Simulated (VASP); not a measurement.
The system is Zn.

```
Zn
1.0
     2.05145    1.18440    1.13995
    -2.05145    1.18440    1.13995
     0.00000   -2.36881    1.13995
Zn
1
Cartesian
  0.0000 0.0000 1.7099
```

```yaml
Program: VASP 6.6.1
Task: relaxation of cell and atoms
Functional: PBE
Potentials_or_basis: VASP PAW PBE potentials, release 64 (Zn)
Cutoff: 600 eV
k_mesh: 9 × 9 × 9
Occupations: gaussian, width 0.1 eV
Spin: no spin polarisation
```

At the start: pressure 0.3 GPa; volume 16.62 Å³/atom.

Problem. How do energy, volume and symmetry change on relaxing?

Solution. Over 8 steps the energy falls by 44.2 meV/atom and the volume is 15.80 Å³/atom (-4.9 %); space group R-3m (No. 166, to 0.1 Å) before and after.

The path:
```csv
step,energy change (eV),largest force (eV/Å),pressure (GPa),volume (Å³)
1,0.0000,0.0000,0.34,16.62
2,-0.0198,0.0000,-0.93,16.70
3,-0.0261,0.0000,-1.41,16.73
4,-0.0319,0.0000,-2.74,16.79
5,-0.0440,0.0000,-0.54,15.92
6,-0.0440,0.0000,-0.37,15.88
7,-0.0440,0.0000,-0.31,15.86
8,-0.0442,0.0000,-0.06,15.80
```

Final structure:
```
CELL_PARAMETERS angstrom
2.11063 1.21857 1.02377
-2.11063 1.21857 1.02377
0.00000 -2.43715 1.02377
ATOMIC_POSITIONS crystal
Zn 0.50000 0.50000 0.50000
```
